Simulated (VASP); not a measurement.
# HgF3 (Fm-3m) in VASP: a series of runs

Runs on HgF3. Level: r2SCAN. Tasks: single point.

All numbers are computed with VASP 6.6.1; they aren't measurements. Logs are shortened: lines on timing, memory, paths and dates and some standing lists are left out, and cuts for length are marked.

## 1. The cell of the first run

It takes space group Fm-3m (No. 225, cubic). Conventional cell: a = 5.802 Å, b = 5.802 Å, c = 5.802 Å, α = 90.00°, β = 90.00°, γ = 90.00°. Hg (site symmetry m-3m) has 14 F at 2.51 to 2.90 Å within 3.3 Å. F (site symmetry -43m) has 4 Hg at 2.51 Å and 10 F at 2.51 to 2.90 Å within 3.3 Å. Within 3.3 Å of F (site symmetry m-3m) lie 8 F at 2.51 Å and 6 Hg at 2.90 Å.

## 2. Single point, r2SCAN

Contents of POSCAR:

```
HgF3
1.0
    0.0000000000      2.9008486234      2.9008486234
    2.9008486234      0.0000000000      2.9008486234
    2.9008486234      2.9008486234      0.0000000000
Hg F
1 3
Direct
    0.0000000000      0.0000000000      0.0000000000
    0.2500000000      0.2500000000      0.2500000000
    0.7500000000      0.7500000000      0.7500000000
    0.5000000000      0.5000000000      0.5000000000
```

Contents of INCAR.step1:

```
ALGO = Normal ; EDIFF = 1E-4
ENCUT = 520 ; GGA = PE
ISMEAR = -1 ; LASPH = True
LCHARG = False ; LREAL = False
LWAVE = True ; NBANDS = 24
NELM = 80 ; PREC = Accurate
SIGMA = 0.1
```

Contents of INCAR.step2:

```
ALGO = Normal ; EDIFF = 1E-7
ENCUT = 520 ; ISIF = 2
ISMEAR = -1 ; ISTART = 1
LASPH = True ; LCHARG = True
LELF = True ; LMIXTAU = True
LREAL = False ; LVHAR = True
LWAVE = False ; METAGGA = R2SCAN
NBANDS = 24 ; NELM = 80
PREC = Accurate ; SIGMA = 0.1
```

Contents of KPOINTS:

```
k-points
0
Gamma
  7 7 7
```

Potentials or basis: VASP PAW PBE potentials, release 64 (Hg, F).

The run is started by

```
> cat potpaw_PBE.64/Hg/POTCAR potpaw_PBE.64/F/POTCAR > POTCAR
> cp INCAR.step1 INCAR
> mpirun -np 1 vasp_std > vasp.out
> cp INCAR.step2 INCAR
> mpirun -np 1 vasp_std > vasp.out
```

OUTCAR:

```text
EDIFF = 1E-7
   ENCUT = 520
   ISIF = 2
   ISMEAR = -1
   ISTART = 1
   LASPH = True
   LREAL = False
   METAGGA = R2SCAN
   NELM = 80
   PREC = Accurate

 ion  position               nearest neighbor table
   1  0.000  0.000  0.000-   3 2.51   3 2.51   3 2.51   2 2.51   3 2.51   2 2.51   2 2.51   2 2.51

   2  0.250  0.250  0.250-   1 2.51   1 2.51   1 2.51   1 2.51
   3  0.750  0.750  0.750-   1 2.51   1 2.51   1 2.51   1 2.51
   4  0.500  0.500  0.500-

  LATTYP: Found a face centered cubic cell.
 ALAT       =     5.8016972468

  Lattice vectors:

 A1 = (   0.0000000000,   2.9008486234,   2.9008486234)
 A2 = (   2.9008486234,   0.0000000000,   2.9008486234)
 A3 = (   2.9008486234,   2.9008486234,   0.0000000000)

Analysis of symmetry for initial positions (statically):
=====================================================================
 Subroutine PRICEL returns:
 Original cell was already a primitive cell.

 Routine SETGRP: Setting up the symmetry group for a
 face centered cubic supercell.

 Subroutine GETGRP returns: Found 48 space group operations
 (whereof 48 operations were pure point group operations)
 out of a pool of 48 trial point group operations.

The static configuration has the point symmetry O_h .

Analysis of symmetry for dynamics (positions and initial velocities):
=====================================================================
 Subroutine PRICEL returns:
 Original cell was already a primitive cell.

 Routine SETGRP: Setting up the symmetry group for a
 face centered cubic supercell.

 Subroutine GETGRP returns: Found 48 space group operations
 (whereof 48 operations were pure point group operations)
 out of a pool of 48 trial point group operations.

The dynamic configuration has the point symmetry O_h .

 Subroutine INISYM returns: Found 48 space group operations
 (whereof 48 operations are pure point group operations),
 and found     1 'primitive' translations

----------------------------------------------------------------------------------------

                                     Primitive cell

  volume of cell :      48.8208

[... 80 lines left out ...]
   ICHARG =      0    charge: 1-file 2-atom 10-const
   ISPIN  =      1    spin polarized calculation?
   LNONCOLLINEAR =      F non collinear calculations
   LSORBIT =      F    spin-orbit coupling
   LASPH  =      T    aspherical Exc in radial PAW
   ENCUT  =  520.0 eV  38.22 Ry    6.18 a.u.   7.63  7.63  7.63*2*pi/ulx,y,z
   NELM   =     80;   NELMIN=  2; NELMDL=  0     # of ELM steps
   EDIFF  = 0.1E-06   stopping-criterion for ELM
   LREAL  =      F    real-space projection
   EDIFFG = 0.1E-05   stopping-criterion for IOM
   NSW    =      0    number of steps for IOM
   IBRION =     -1    ionic relax: 0-MD 1-quasi-New 2-CG
   NFREE  =      0    steps in history (QN), initial steepest desc. (CG)
   ISIF   =      2    stress and relaxation
   ISYM   =      2    0-nonsym 1-usesym 2-fastsym
   POTIM  = 0.5000    time-step for ionic-motion
   TEBEG  =    0.0;   TEEND  =   0.0 temperature during run
   PSTRESS=    0.0 pullay stress
   NELECT =      33.0000    total number of electrons
   NUPDOWN=      -1.0000    fix difference up-down
   EMIN   =  10.00;   EMAX   =-10.00  energy-range for DOS
   EFERMI =   0.00;   METHOD = LEGACY
   ISMEAR =    -1;   SIGMA  =   0.10  broadening in eV -4-tet -1-fermi 0-gaus
   EFERMI_NEDOS =   21; number of points for ismear=-14 and -15
   IALGO  =     38    algorithm
   IMIX   =      4    mixing-type and parameters
     AMIX     =   0.40;   BMIX     =  1.00
     AMIX_MAG =   1.60;   BMIX_MAG =  1.00
  volume/ion in A,a.u.               =      12.21        82.36
  Fermi-wavevector in a.u.,A,eV,Ry     =   1.436739  2.715042 28.085386  2.064218
  Thomas-Fermi vector in A             =   2.555894
   LORBIT       =      0    0 simple, 1 ext, 2 COOP (PROOUT), +10 PAW based schemes
   METAGGA = R2SCAN    functional components
   LHFCALC =     F    Hartree Fock is set to
   AEXX    =    0.0000 exact exchange contribution
   IVDW    =     0    specifies the selected vdW correction
   LEPSILON=     F    determine dielectric tensor
   LRPA    =     F    only Hartree local field effects (RPA)
 non-spin polarized calculation
  energy-cutoff  :      520.00
  volume of cell :       48.82
 maximum number of plane-waves:      1363
   NGX = 15   NGY = 15   NGZ = 15

 number of electron      32.9999976 magnetization

 Free energy of the ion-electron system (eV)
  ---------------------------------------------------
  ext. energy  EPLUGINS =         0.00000000
  ---------------------------------------------------
  free energy    TOTEN  =       -62.33407628 eV

  energy without entropy =      -62.13393256  energy(sigma->0) =      -62.23400442

 E-fermi :  -1.5816     XC(G=0): -11.4713

 val. band max:       -1.5972977145   @ k =  -0.4286   0.1429   0.0000
 cond. band min:      -1.5784795303   @ k =   0.4286   0.2857   0.0000
 fundamental gap:      0.0188181842
 Fermi energy:        -1.5816264420

 k-point     1 :       0.0000    0.0000    0.0000
  band No.  band energies     occupation
      1     -23.7992      2.00000
      2     -22.8752      2.00000
      3     -22.0989      2.00000
      4      -6.4330      2.00000
      5      -6.4330      2.00000
      6      -6.4330      2.00000
[... 529 lines left out ...]
     23      18.5190      0.00000
     24      18.6971      0.00000

------------------------ aborting loop because EDIFF is reached ----------------------------------------

  FORCE on cell =-STRESS in cart. coord.  units (eV):
  Direction    XX          YY          ZZ          XY          YZ          ZX
  --------------------------------------------------------------------------------------
  -------------------------------------------------------------------------------------
  Total       -2.2237582     -2.2237582     -2.2237582     -0.0000000      0.0000000      0.0000000
  in kB      -72.9781681    -72.9781681    -72.9781681     -0.0000000      0.0000000      0.0000000
  external PRESSURE =     -72.9781681 kB  Pullay stress =       0.0000000 kB

 VOLUME and BASIS-vectors are now :
 -----------------------------------------------------------------------------
  energy-cutoff  :      520.00
  volume of cell :       48.82
      direct lattice vectors                 reciprocal lattice vectors
     0.000000000  2.900848623  2.900848623    -0.172363355  0.172363355  0.172363355
     2.900848623  0.000000000  2.900848623     0.172363355 -0.172363355  0.172363355
     2.900848623  2.900848623  0.000000000     0.172363355  0.172363355 -0.172363355

 POSITION                                       TOTAL-FORCE (eV/Angst)
 -----------------------------------------------------------------------------------
      0.00000      0.00000      0.00000        -0.000000     -0.000000     -0.000000
      1.45042      1.45042      1.45042         0.000000      0.000000     -0.000000
      4.35127      4.35127      4.35127         0.000000     -0.000000      0.000000
      2.90085      2.90085      2.90085        -0.000000     -0.000000     -0.000000
 -----------------------------------------------------------------------------------
    total drift:                                0.000000     -0.000000      0.000000

  FREE ENERGIE OF THE ION-ELECTRON SYSTEM (eV)
  ---------------------------------------------------
  free  energy   TOTEN  =       -62.3340762761 eV

  energy  without entropy=      -62.1339325609  energy(sigma->0) =      -62.23400442
```

OUTCAR.step1:

```text
EDIFF = 1E-4
   ENCUT = 520
   GGA = PE
   ISMEAR = -1
   LASPH = True
   LREAL = False
[... 760 lines left out ...]
      1.45042      1.45042      1.45042         0.000000      0.000000      0.000000
      4.35127      4.35127      4.35127        -0.000000     -0.000000     -0.000000
      2.90085      2.90085      2.90085        -0.000000     -0.000000     -0.000000
 -----------------------------------------------------------------------------------
    total drift:                                0.000000     -0.000000      0.000000

  FREE ENERGIE OF THE ION-ELECTRON SYSTEM (eV)
  ---------------------------------------------------
  free  energy   TOTEN  =        -8.7403827508 eV

  energy  without entropy=       -8.5390813562  energy(sigma->0) =       -8.63973205
```

It took 2 min on 1 thread of Intel Xeon Platinum 8375C at 2.90GHz (Ice Lake), shared host; peak memory 0.19 GiB.

Results:

| Property | Result |
| --- | --- |
| Free energy | -62.3341 eV |
| Pressure | -7.3 GPa |

Caveat: the PAW data sets were made with another functional, which shifts forces and pressure a little; spin-orbit coupling is left out, which moves the levels of the heavy elements; an odd number of electrons without spin polarisation forces a metal; a magnetic or distorted state may lie lower.

## 3. Single point, r2SCAN

This run uses another cell than the first one, of 12.56 Å³/atom, 1.029 times its volume.

Contents of POSCAR:

```
HgF3
1.0
    0.0000000000      2.9284774160      2.9284774160
    2.9284774160      0.0000000000      2.9284774160
    2.9284774160      2.9284774160      0.0000000000
Hg F
1 3
Direct
    0.0000000000      0.0000000000      0.0000000000
    0.2500000000      0.2500000000      0.2500000000
    0.7500000000      0.7500000000      0.7500000000
    0.5000000000      0.5000000000      0.5000000000
```

Contents of INCAR.step1:

```
SYSTEM = HgF3
PREC     = Accurate       ! precision mode
ENCUT    = 520            ! plane-wave cutoff, eV
ISMEAR   = -1             ! smearing method
SIGMA    = 0.1            ! smearing width, eV
LREAL    = .False.        ! projectors in reciprocal space
LASPH    = .True.         ! aspherical terms in the spheres
NELM     = 80             ! most SCF steps
NBANDS   = 24             ! bands
GGA      = PE             ! functional
ALGO     = Normal         ! electronic algorithm
EDIFF    = 1E-4           ! SCF threshold, eV
LWAVE    = .True.         ! write WAVECAR
LCHARG   = .False.        ! write CHGCAR
```

Contents of INCAR.step2:

```
SYSTEM = HgF3
PREC     = Accurate       ! precision mode
ENCUT    = 520            ! plane-wave cutoff, eV
EDIFF    = 1E-6           ! SCF threshold, eV
ISMEAR   = -1             ! smearing method
SIGMA    = 0.1            ! smearing width, eV
LREAL    = .False.        ! projectors in reciprocal space
LASPH    = .True.         ! aspherical terms in the spheres
NELM     = 80             ! most SCF steps
ALGO     = Normal         ! electronic algorithm
ISIF     = 2              ! what is computed and relaxed
LWAVE    = .False.        ! write WAVECAR
LCHARG   = .False.        ! write CHGCAR
METAGGA  = R2SCAN         ! meta-GGA
LMIXTAU  = .True.       
NBANDS   = 24             ! bands
ISTART   = 1
```

Contents of KPOINTS:

```
regular mesh
0
Gamma
  7 7 7
  0 0 0
```

Potentials or basis: VASP PAW PBE potentials, release 64 (Hg, F).

The run is started by

```
> cat potpaw_PBE.64/Hg/POTCAR potpaw_PBE.64/F/POTCAR > POTCAR
> cp INCAR.step1 INCAR
> mpirun -np 1 vasp_std > vasp.out
> cp INCAR.step2 INCAR
> mpirun -np 1 vasp_std > vasp.out
```

It took 1.8 min on 1 thread of Intel Xeon Platinum 8375C at 2.90GHz (Ice Lake), shared host; peak memory 0.2 GiB.

It converged, with:

```
Free energy : -62.2653 eV
Pressure    : -9.2 GPa
```

Levels at points of the mesh, in eV from the Fermi level:
| k point | band 15 | band 16 | band 17 | band 18 | band 19 | band 20 |
| --- | --- | --- | --- | --- | --- | --- |
| (0.00, 0.00, 0.00) | -0.57 | -0.57 | -0.57 | 1.69 | 13.17 | 13.17 |

Caveat: the PAW data sets were made with another functional, which shifts forces and pressure a little; spin-orbit coupling is left out, which moves the levels of the heavy elements; an odd number of electrons without spin polarisation forces a metal; a magnetic or distorted state may lie lower.
